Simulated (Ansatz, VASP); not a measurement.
**Ag in VASP and in Ansatz**

Contents of INCAR:

```
SYSTEM = Ag
PREC = Accurate
ENCUT = 400
EDIFF = 1E-6
ISMEAR = 1
SIGMA = 0.1
LREAL = .False.
LASPH = .True.
NELM = 120
ALGO = Normal
ISIF = 2
LWAVE = .False.
LCHARG = .False.
LDIPOL = .True.
IDIPOL = 3
DIPOL = 0.5 0.5 0.665
GGA = PE
NBANDS = 30
GGA_COMPAT = .False.
NELMDL = -8
```

Contents of KPOINTS:

```
Automatic mesh
0
Gamma
  21 21 1
  0 0 0
```

Contents of POSCAR:

```
Ag
1.0
    1.4602435423      2.5292160068      0.0000000000
   -2.9204870847      0.0000000000      0.0000000000
    0.0000000000      0.0000000000     29.7978018962
Ag
4
Direct
    0.6666666667      0.3333333333      0.5446999170
    0.3333333333      0.6666666667      0.6243295225
    0.0000000000      1.0000000000      0.7049136724
    0.6666666667      0.3333333333      0.7850494052
```

Input for Ansatz:

```yaml
crystal:
  lattice:
    - [1.4602435423, 2.5292160068, 0.0]
    - [-2.9204870847, 0.0, 0.0]
    - [0.0, 0.0, 29.7978018962]
  atoms:
    - { symbol: Ag, position: [0.6666666667, 0.3333333333, 0.544699917] }
    - { symbol: Ag, position: [0.3333333333, 0.6666666667, 0.6243295225] }
    - { symbol: Ag, position: [0.0, 1.0, 0.7049136724] }
    - { symbol: Ag, position: [0.6666666667, 0.3333333333, 0.7850494052] }
basis:
  ecutwfc: 420
kpoints:
  mp_grid: { grid: [21, 21, 1] }
hamiltonian:
  xc: pbe
  pseudopotentials: { kind: paw, azcp: { folder: soft_1 } }
scf:
  occupations: { method: methfessel_paxton, width: 0.1 }
  n_extra_bands: 8
  max_iter: 160
output:
  forces: true
  eigenvalues: true
efield:
  axis: 3
  dipole_correction: true
```

Alike in both runs: task single point; functional PBE; k mesh 21 × 21 × 1; occupations methfessel-paxton of order 1, width 0.1 eV; no spin polarisation.

|  | VASP | Ansatz |
| --- | --- | --- |
| version | VASP 6.6.1 | Ansatz 0.2.0 |
| potentials or method | VASP PAW PBE potentials, release 64 (Ag), cutoff 400 eV | scalar-relativistic, plane waves, PAW |
| valence electrons in the cell | 44 | 76 |

|  | VASP | Ansatz | Ansatz less VASP |
| --- | --- | --- | --- |
| gap on the k mesh at the Fermi level (eV) | none | none | - |
| rms of the force components (eV/Å) | 0.039 | 0.041 | +0.0018 |

Atom by atom the forces differ by 0.002 eV/Å (rms over components). A gap of «none» marks a metal or a gap that the smearing closes. VASP's potentials hold 44 valence electrons a cell and Ansatz's 76, so a difference there can come from the potentials and not from the codes.
